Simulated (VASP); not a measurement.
A run of VASP 6.6.1 is set up as follows.

File INCAR:

```
  PREC = Accurate
  ENCUT = 520
  EDIFF = 1E-7
  ISMEAR = -1
  SIGMA = 0.05
  LREAL = F
  LASPH = T
  NELM = 100
  ALGO = Normal
  ISIF = 2
  LWAVE = F
  LCHARG = T
  GGA = CA
  LELF = T
  LVHAR = T
  NBANDS = 13
```

Contents of KPOINTS:

```
Automatic mesh
0
Gamma
  11 11 10
```

Contents of POSCAR:

```
Ge
1.0
    1.3686277522     -2.5474293491      0.0000000000
    1.3686277522      2.5474293491      0.0000000000
    0.0000000000      0.0000000000      2.6431496057
Ge
1
Direct
    0.5000000000      0.5000000000      0.0000000000
```

Potentials or basis: VASP PAW LDA potentials, release 64 (Ge_d).

Command:

```bash
$ cat potpaw_LDA.64/Ge_d/POTCAR > POTCAR
$ mpirun -np 1 vasp_std > vasp.out
```

Problem. What does it give for the pressure?

Solution. -1.8 GPa.

Problem. What does it give for the band gap on the k mesh?

Solution. Zero (band 7 reaches 13.54 eV, above the bottom of band 8 at 4.01 eV).

Stress tensor (GPa, compression positive):
```
-0.26  0.00  0.00
 0.00 -3.62  0.00
 0.00  0.00 -1.61
```
